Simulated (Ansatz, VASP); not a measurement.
# Te2Mo: VASP beside Ansatz

```xyz
3
Lattice="3.7061 0.0000 0.0000 -1.8531 3.2096 0.0000 0.0000 0.0000 18.5051" Properties=species:S:1:pos:R:3 pbc="T T T"
Te    0.0000    2.1397   16.7442
Te    0.0000    2.1397    1.7609
Mo    0.0000    0.0000    0.0000
```

Alike in both runs: task single point; functional PBEsol; k mesh 9 × 9 × 2; occupations gaussian, width 0.02 eV; no spin polarisation.

```csv
,VASP,Ansatz
version,VASP 6.6.1,Ansatz 0.2.0
potentials or method,"VASP PAW PBE potentials, release 64 (Te, Mo_sv), cutoff 520 eV","scalar-relativistic, plane waves, PAW"
valence electrons in the cell,26,46
```

Ansatz gave:

```
gap on the k mesh at the Fermi level (eV) : 0.79
least direct gap on the mesh (eV)         : 0.79
rms of the force components (eV/Å)        : 0.208
```

Q: What did VASP give for the same quantities?

A: gap on the k mesh at the Fermi level (eV): 0.79; least direct gap on the mesh (eV): 0.79; rms of the force components (eV/Å): 0.195.

VASP's potentials were made for PBE, not for PBEsol. Atom by atom the forces differ by 0.013 eV/Å (rms over components). VASP's potentials hold 26 valence electrons a cell and Ansatz's 46, so a difference there can come from the potentials and not from the codes.

Neither program's run includes spin-orbit coupling.
